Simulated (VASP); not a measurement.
# In (Fm-3m) in VASP: notebook

The runs below take In through single point, relaxation of cell and atoms, with PBEsol.

Everything below comes from runs of VASP 6.6.1. Logs are shortened: lines on timing, memory, paths and dates and some standing lists are left out, and cuts for length are marked.

## (1) The cell of the first run

The structure is cubic, space group Fm-3m (No. 225). Conventional cell: a = 4.678 Å, b = 4.678 Å, c = 4.678 Å, α = 90.00°, β = 90.00°, γ = 90.00°. Within 4.4 Å of In (site symmetry m-3m) lie 12 In at 3.31 Å.

This isn't the form of In at room conditions, which is tetragonal.

## (2) Single point, PBEsol

Input file INCAR:

```
SYSTEM = In
  PREC = Accurate
  ENCUT = 520
  EDIFF = 1E-7
  ISMEAR = 0
  SIGMA = 0.1
  LREAL = .False.
  LASPH = .True.
  NELM = 60
  ALGO = Fast
  ISIF = 2
  LWAVE = .False.
  LCHARG = .True.
  GGA = PS
  LELF = .True.
  LVHAR = .True.
  NBANDS = 12
```

Input file KPOINTS:

```
regular mesh
0
Gamma
  16 16 16
  0 0 0
```

Input file POSCAR:

```
In
1.0
    0.0000000000      2.3390885824      2.3390885824
    2.3390885824      0.0000000000      2.3390885824
    2.3390885824      2.3390885824      0.0000000000
In
1
Direct
    0.0000000000      0.0000000000      0.0000000000
```

Potentials or basis: VASP PAW PBE potentials, release 64 (In_d).

Launch:

```sh
cat potpaw_PBE.64/In_d/POTCAR > POTCAR
mpirun -np 1 vasp_std > vasp.out
```

OUTCAR:

```text
SYSTEM = In
   PREC = Accurate
   ENCUT = 520
   EDIFF = 1E-7
   ISMEAR = 0
   LREAL = .False.
   LASPH = .True.
   NELM = 60
   ISIF = 2
   GGA = PS

 ion  position               nearest neighbor table
   1  0.000  0.000  0.000-

  LATTYP: Found a face centered cubic cell.
 ALAT       =     4.6781771648

  Lattice vectors:

 A1 = (   0.0000000000,   2.3390885824,   2.3390885824)
 A2 = (   2.3390885824,   0.0000000000,   2.3390885824)
 A3 = (   2.3390885824,   2.3390885824,   0.0000000000)

Analysis of symmetry for initial positions (statically):
=====================================================================
 Subroutine PRICEL returns:
 Original cell was already a primitive cell.

 Routine SETGRP: Setting up the symmetry group for a
 face centered cubic supercell.

 Subroutine GETGRP returns: Found 48 space group operations
 (whereof 48 operations were pure point group operations)
 out of a pool of 48 trial point group operations.

The static configuration has the point symmetry O_h .

Analysis of symmetry for dynamics (positions and initial velocities):
=====================================================================
 Subroutine PRICEL returns:
 Original cell was already a primitive cell.

 Routine SETGRP: Setting up the symmetry group for a
 face centered cubic supercell.

 Subroutine GETGRP returns: Found 48 space group operations
 (whereof 48 operations were pure point group operations)
 out of a pool of 48 trial point group operations.

The dynamic configuration has the point symmetry O_h .

 Subroutine INISYM returns: Found 48 space group operations
 (whereof 48 operations are pure point group operations),
 and found     1 'primitive' translations

----------------------------------------------------------------------------------------

                                     Primitive cell

  volume of cell :      25.5959

  direct lattice vectors                    reciprocal lattice vectors
     0.000000000  2.339088582  2.339088582    -0.213758471  0.213758471  0.213758471
     2.339088582  0.000000000  2.339088582     0.213758471 -0.213758471  0.213758471
     2.339088582  2.339088582  0.000000000     0.213758471  0.213758471 -0.213758471

  length of vectors
     3.307970797  3.307970797  3.307970797     0.370240533  0.370240533  0.370240533

  position of ions in fractional coordinates (direct lattice)
     0.000000000  0.000000000  0.000000000

  ion indices of the primitive-cell ions
   primitive index   ion index
                 1           1

----------------------------------------------------------------------------------------
[... 83 lines left out ...]
   EMIN   =  10.00;   EMAX   =-10.00  energy-range for DOS
   EFERMI =   0.00;   METHOD = LEGACY
   ISMEAR =     0;   SIGMA  =   0.10  broadening in eV -4-tet -1-fermi 0-gaus
   EFERMI_NEDOS =   21; number of points for ismear=-14 and -15
   IALGO  =     68    algorithm
   IMIX   =      4    mixing-type and parameters
     AMIX     =   0.40;   BMIX     =  1.00
     AMIX_MAG =   1.60;   BMIX_MAG =  1.00
  volume/ion in A,a.u.               =      25.60       172.73
  Fermi-wavevector in a.u.,A,eV,Ry     =   1.306169  2.468301 23.212583  1.706077
  Thomas-Fermi vector in A             =   2.436989
   LORBIT       =      0    0 simple, 1 ext, 2 COOP (PROOUT), +10 PAW based schemes
   GGA     = PS    functional components
   LHFCALC =     F    Hartree Fock is set to
   AEXX    =    0.0000 exact exchange contribution
   IVDW    =     0    specifies the selected vdW correction
   LEPSILON=     F    determine dielectric tensor
   LRPA    =     F    only Hartree local field effects (RPA)
 non-spin polarized calculation
 RMM-DIIS sequential band-by-band and
 Gauss-broadening in eV      SIGMA  =   0.10
  energy-cutoff  :      520.00
  volume of cell :       25.60
 maximum number of plane-waves:       701
 NGX is ok and might be reduce to    28
   NGX = 13   NGY = 13   NGZ = 13

 number of electron      13.0000002 magnetization

 Free energy of the ion-electron system (eV)
  ---------------------------------------------------
  ext. energy  EPLUGINS =         0.00000000
  ---------------------------------------------------
  free energy    TOTEN  =        -2.98357010 eV

  energy without entropy =       -2.98073057  energy(sigma->0) =       -2.98215033

 E-fermi :   7.6149     XC(G=0): -10.5098

 val. band max:        7.6047143086   @ k =  -0.2500   0.4375   0.1875
 cond. band min:       7.6161463338   @ k =  -0.3125   0.2500   0.0000
 fundamental gap:      0.0114320251
 Fermi energy:         7.6149027603

 k-point     1 :       0.0000    0.0000    0.0000
  band No.  band energies     occupation
      1      -6.9592      2.00000
      2      -6.9592      2.00000
      3      -6.9592      2.00000
      4      -6.7747      2.00000
      5      -6.7747      2.00000
      6      -2.1115      2.00000
      7      18.3535      0.00000
      8      18.3535      0.00000
      9      18.3535      0.00000
     10      19.1776      0.00000
     11      21.7808      0.00000
     12      21.7808      0.00000
[... 331 lines left out ...]
 k-point    24 :      -0.0625    0.0625    0.0000
  band No.  band energies     occupation
      1      -6.9654      2.00000
      2      -6.9429      2.00000
      3      -6.9357      2.00000
      4      -6.7847      2.00000
      5      -6.7688      2.00000
      6      -1.8792      2.00000
      7      16.4589      0.00000
      8      16.6879      0.00000
      9      18.5410      0.00000
     10      19.1951      0.00000
     11      21.8984      0.00000
     12      22.4520      0.00000

 [... further k-points ...]

------------------------ aborting loop because EDIFF is reached ----------------------------------------

  FORCE on cell =-STRESS in cart. coord.  units (eV):
  Direction    XX          YY          ZZ          XY          YZ          ZX
  --------------------------------------------------------------------------------------
  -------------------------------------------------------------------------------------
  Total       -0.0005479     -0.0005479     -0.0005479     -0.0000000     -0.0000000      0.0000000
  in kB       -0.0342981     -0.0342981     -0.0342981     -0.0000000     -0.0000000      0.0000000
  external PRESSURE =      -0.0342981 kB  Pullay stress =       0.0000000 kB

 VOLUME and BASIS-vectors are now :
 -----------------------------------------------------------------------------
  energy-cutoff  :      520.00
  volume of cell :       25.60
      direct lattice vectors                 reciprocal lattice vectors
     0.000000000  2.339088582  2.339088582    -0.213758471  0.213758471  0.213758471
     2.339088582  0.000000000  2.339088582     0.213758471 -0.213758471  0.213758471
     2.339088582  2.339088582  0.000000000     0.213758471  0.213758471 -0.213758471

 POSITION                                       TOTAL-FORCE (eV/Angst)
 -----------------------------------------------------------------------------------
      0.00000      0.00000      0.00000        -0.000000      0.000000     -0.000000
 -----------------------------------------------------------------------------------
    total drift:                               -0.000000     -0.000000     -0.000000

  FREE ENERGIE OF THE ION-ELECTRON SYSTEM (eV)
  ---------------------------------------------------
  free  energy   TOTEN  =        -2.9835701005 eV

  energy  without entropy=       -2.9807305657  energy(sigma->0) =       -2.98215033
```

OSZICAR:

```text
N       E                     dE             d eps       ncg     rms          rms(c)
DAV:   1     0.782119437013E+02    0.78212E+02   -0.62366E+03  3512   0.139E+03
DAV:   2     0.736083149721E+00   -0.77476E+02   -0.75313E+02  3652   0.291E+02
DAV:   3    -0.294182592919E+01   -0.36779E+01   -0.36663E+01  4164   0.640E+01
DAV:   4    -0.302434249043E+01   -0.82517E-01   -0.82494E-01  4352   0.960E+00
DAV:   5    -0.302812777492E+01   -0.37853E-02   -0.37852E-02  4856   0.184E+00    0.238E+00
RMM:   6    -0.299092415873E+01    0.37204E-01   -0.47251E-02  4274   0.344E+00    0.123E+00
RMM:   7    -0.298398838024E+01    0.69358E-02   -0.16166E-02  4163   0.165E+00    0.301E-01
RMM:   8    -0.298350807181E+01    0.48031E-03   -0.20243E-03  5059   0.650E-01    0.768E-02
RMM:   9    -0.298356180410E+01   -0.53732E-04   -0.59598E-04  5413   0.238E-01    0.411E-02
RMM:  10    -0.298356497967E+01   -0.31756E-05   -0.13388E-04  4820   0.197E-01    0.719E-03
RMM:  11    -0.298356892957E+01   -0.39499E-05   -0.60960E-05  5559   0.851E-02    0.137E-02
RMM:  12    -0.298356908147E+01   -0.15189E-06   -0.15815E-05  5042   0.572E-02    0.658E-03
RMM:  13    -0.298357007543E+01   -0.99397E-06   -0.65263E-06  5641   0.236E-02    0.651E-03
RMM:  14    -0.298357010046E+01   -0.25029E-07   -0.72647E-07  3390   0.942E-03
   1 F= -.29835701E+01 E0= -.29821503E+01  d E =-.283953E-02
```

stdout:

```text
POSCAR found type information on POSCAR In
 POSCAR found :  1 types and       1 ions
 scaLAPACK will be used
 -----------------------------------------------------------------------------
|                                                                             |
|                                                                             |
|     You enforced a specific xc type in the INCAR file but a different       |
|     I HOPE YOU KNOW WHAT YOU ARE DOING!                                     |
|                                                                             |
 -----------------------------------------------------------------------------

 LDA part: xc-table for (Slater+PW92), standard interpolation
 POSCAR, INCAR and KPOINTS ok, starting setup
 FFT: planning ... GRIDC
 FFT: planning ... GRID_SOFT
 FFT: planning ... GRID
 WAVECAR not read
 entering main loop
WARNING in EDDRMM: call to ZHEGV failed, returncode =   6  3     10
WARNING in EDDRMM: call to ZHEGV failed, returncode =   8  4     10
WARNING in EDDRMM: call to ZHEGV failed, returncode =   8  4     11
WARNING in EDDRMM: call to ZHEGV failed, returncode =   6  3     12
```

Wall time 1.9 min (1 thread of Intel Xeon 8259CL, shared host); peak memory 0.18 GiB.

What came out:

| Property | Result |
| --- | --- |
| Free energy | -2.9836 eV |
| Pressure | 0.0 GPa |
| Band gap on the k mesh | zero (an odd number of electrons rules out a gap without spin polarisation) |

Caveat: the PAW data sets were made with another functional, which shifts forces and pressure a little; spin-orbit coupling is left out, which moves the levels of the heavy elements.

## (3) Relaxation of cell and atoms, PBEsol

This run uses another cell than the first one, of 25.41 Å³/atom.

Input file INCAR:

```
SYSTEM = In
ALGO = Normal
EDIFF = 1E-6
EDIFFG = -0.01
ENCUT = 600
GGA = PS
IBRION = 2
ISIF = 3
ISMEAR = 0
LASPH = .TRUE.
LCHARG = .FALSE.
LREAL = .FALSE.
LWAVE = .FALSE.
NELM = 100
NSW = 80
PREC = Accurate
SIGMA = 0.1
```

Input file KPOINTS:

```
k-points
0
G
  16 16 16
  0 0 0
```

Input file POSCAR:

```
In
1.0
    0.0000000000      2.3334217073      2.3334217073
    2.3334217073      0.0000000000      2.3334217073
    2.3334217073      2.3334217073      0.0000000000
In
1
Direct
    0.0000000000      0.0000000000      0.0000000000
```

Potentials or basis: VASP PAW PBE potentials, release 64 (In_d).

Launch:

```sh
cat potpaw_PBE.64/In_d/POTCAR > POTCAR
mpirun -np 1 vasp_std > vasp.out
```

OUTCAR:

```text
SYSTEM = In
   EDIFF = 1E-6
   EDIFFG = -0.01
   ENCUT = 600
   GGA = PS
   IBRION = 2
   ISIF = 3
   ISMEAR = 0
   LASPH = .TRUE.
   LREAL = .FALSE.
   NELM = 100
   NSW = 80
   PREC = Accurate

 ion  position               nearest neighbor table
   1  0.000  0.000  0.000-

  LATTYP: Found a face centered cubic cell.
 ALAT       =     4.6668434146

  Lattice vectors:

 A1 = (   0.0000000000,   2.3334217073,   2.3334217073)
 A2 = (   2.3334217073,   0.0000000000,   2.3334217073)
 A3 = (   2.3334217073,   2.3334217073,   0.0000000000)

Analysis of symmetry for initial positions (statically):
=====================================================================
 Subroutine PRICEL returns:
 Original cell was already a primitive cell.

 Routine SETGRP: Setting up the symmetry group for a
 face centered cubic supercell.

 Subroutine GETGRP returns: Found 48 space group operations
 (whereof 48 operations were pure point group operations)
 out of a pool of 48 trial point group operations.

The static configuration has the point symmetry O_h .

[... 211 lines left out ...]
 k-point     1 :       0.0000    0.0000    0.0000
  band No.  band energies     occupation
      1      -6.9714      2.00000
      2      -6.9714      2.00000
      3      -6.9714      2.00000
      4      -6.7875      2.00000
      5      -6.7875      2.00000
      6      -2.1171      2.00000
      7      18.3288      0.00000
      8      18.3288      0.00000
      9      18.3288      0.00000
     10      19.1614      0.00000
[... 287 lines left out ...]
 k-point    24 :      -0.0625    0.0625    0.0000
  band No.  band energies     occupation
      1      -6.9776      2.00000
      2      -6.9551      2.00000
      3      -6.9480      2.00000
      4      -6.7975      2.00000
      5      -6.7816      2.00000
      6      -1.8849      2.00000
      7      16.4362      0.00000
      8      16.6667      0.00000
      9      18.5156      0.00000
     10      19.1762      0.00000

 [... further k-points ...]

------------------------ aborting loop because EDIFF is reached ----------------------------------------

  FORCE on cell =-STRESS in cart. coord.  units (eV):
  Direction    XX          YY          ZZ          XY          YZ          ZX
  --------------------------------------------------------------------------------------
  -------------------------------------------------------------------------------------
  Total       -0.0023683     -0.0023683     -0.0023683     -0.0000000      0.0000000      0.0000000
  in kB       -0.1480673     -0.1480673     -0.1480673     -0.0000000      0.0000000      0.0000000
  external PRESSURE =      -0.1480673 kB  Pullay stress =       0.0000000 kB

 VOLUME and BASIS-vectors are now :
 -----------------------------------------------------------------------------
  energy-cutoff  :      600.00
  volume of cell :       25.63
      direct lattice vectors                 reciprocal lattice vectors
    -0.000000000  2.340012576  2.340012576    -0.213674065  0.213674065  0.213674065
     2.340012576  0.000000000  2.340012576     0.213674065 -0.213674065  0.213674065
     2.340012576  2.340012576 -0.000000000     0.213674065  0.213674065 -0.213674065

 POSITION                                       TOTAL-FORCE (eV/Angst)
 -----------------------------------------------------------------------------------
     -0.00000      2.34001      2.34001         0.000000     -0.000000     -0.000000
 -----------------------------------------------------------------------------------
    total drift:                               -0.000000     -0.000000      0.000000

  FREE ENERGIE OF THE ION-ELECTRON SYSTEM (eV)
  ---------------------------------------------------
  free  energy   TOTEN  =        -2.9838203609 eV

  energy  without entropy=       -2.9809806581  energy(sigma->0) =       -2.98240051

 reached required accuracy - stopping structural energy minimisation
```

OSZICAR:

```text
N       E                     dE             d eps       ncg     rms          rms(c)
DAV:   1     0.740017008837E+02    0.74002E+02   -0.70677E+03  2906   0.186E+03
DAV:   2    -0.216873847294E+00   -0.74219E+02   -0.73023E+02  2930   0.301E+02
DAV:   3    -0.296394214400E+01   -0.27471E+01   -0.27316E+01  3396   0.661E+01
DAV:   4    -0.302626579651E+01   -0.62324E-01   -0.62288E-01  3650   0.100E+01
DAV:   5    -0.302885686712E+01   -0.25911E-02   -0.25909E-02  3494   0.166E+00    0.242E+00
DAV:   6    -0.299135606870E+01    0.37501E-01   -0.73321E-02  3296   0.613E+00    0.115E+00
DAV:   7    -0.298426972543E+01    0.70863E-02   -0.19500E-02  3424   0.292E+00    0.293E-01
DAV:   8    -0.298358960386E+01    0.68012E-03   -0.78788E-04  3764   0.585E-01    0.276E-02
DAV:   9    -0.298359121864E+01   -0.16148E-05   -0.84824E-06  3722   0.428E-02    0.148E-02
DAV:  10    -0.298359183004E+01   -0.61140E-06   -0.76436E-07  1758   0.146E-02
   1 F= -.29835918E+01 E0= -.29821730E+01  d E =-.298359E+01
       N       E                     dE             d eps       ncg     rms          rms(c)
DAV:   1    -0.299494909421E+01   -0.11358E-01   -0.28612E-01  3242   0.127E+01    0.623E-01
DAV:   2    -0.298522261938E+01    0.97265E-02   -0.21514E-02  3240   0.350E+00    0.222E-01
DAV:   3    -0.298389090215E+01    0.13317E-02   -0.46500E-03  3750   0.157E+00    0.761E-02
DAV:   4    -0.298383921032E+01    0.51692E-04   -0.91332E-05  3108   0.111E-01    0.393E-02
DAV:   5    -0.298382124882E+01    0.17961E-04   -0.23111E-05  3074   0.321E-02    0.139E-02
DAV:   6    -0.298382020451E+01    0.10443E-05   -0.44104E-06  3194   0.166E-02    0.262E-03
DAV:   7    -0.298382036093E+01   -0.15642E-06   -0.11570E-07  1582   0.361E-03
   2 F= -.29838204E+01 E0= -.29824005E+01  d E =-.228531E-03
```

Run time: 82 s. Hardware: 1 thread of Intel Xeon 8259CL, shared host; peak memory 0.2 GiB.

Results:

| Item | Value |
| --- | --- |
| Free energy | -2.9838 eV |
| Relaxed volume | 25.63 Å³/atom |
| Relaxed cell | a = 3.309 Å, b = 3.309 Å, c = 3.309 Å, α = 60.00°, β = 60.00°, γ = 60.00° |
| Space group after relaxing (to 0.1 Å) | Fm-3m (No. 225) |
| Energy gained by relaxing | 0.2 meV/atom |
| Ionic steps | 2 |
| Pressure after relaxing | 0.0 GPa |
| Band gap on the k mesh | zero (an odd number of electrons rules out a gap without spin polarisation) |

Step by step:
```tsv
step	energy change (eV)	largest force (eV/Å)	pressure (GPa)	volume (Å³)
1	0.0000	0.0000	0.37	25.41
2	-0.0002	0.0000	-0.01	25.63
```

Final structure:
```
CELL_PARAMETERS angstrom
0.00000 2.34001 2.34001
2.34001 0.00000 2.34001
2.34001 2.34001 0.00000
ATOMIC_POSITIONS crystal
In 0.00000 0.00000 0.00000
```

Caveat: the PAW data sets were made with another functional, which shifts forces and pressure a little; spin-orbit coupling is left out, which moves the levels of the heavy elements. Zero-point motion and thermal expansion aren't in these numbers.
